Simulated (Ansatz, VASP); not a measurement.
# One calculation of Si, two programs

```xyz
2
Lattice="0.0000 2.7011 2.7011 2.7011 0.0000 2.7011 2.7011 2.7011 0.0000" Properties=species:S:1:pos:R:3 pbc="T T T"
Si    4.0516    4.0516    4.0516
Si    2.7011    2.7011    2.7011
```

Alike in both runs: functional LDA; k mesh 8 × 8 × 8; no spin polarisation.

Ansatz relaxed the structure, and its values are those at the end. VASP's run is a single point on that final structure, the one shown.

```csv
,VASP,Ansatz
version,VASP 6.6.1,Ansatz 0.2.0
potentials or method,"VASP PAW LDA potentials, release 64 (Si), cutoff 520 eV","plane waves, PAW"
occupations,"gaussian, width 0.01 eV",fixed
valence electrons in the cell,8,8
```

|  | VASP | Ansatz | Ansatz less VASP |
| --- | --- | --- | --- |
| pressure (GPa) | 0.0 | 0.0 | -0.04 |

LDA's correlation is that of Perdew and Zunger in VASP and of Perdew and Wang (1992) in Ansatz.
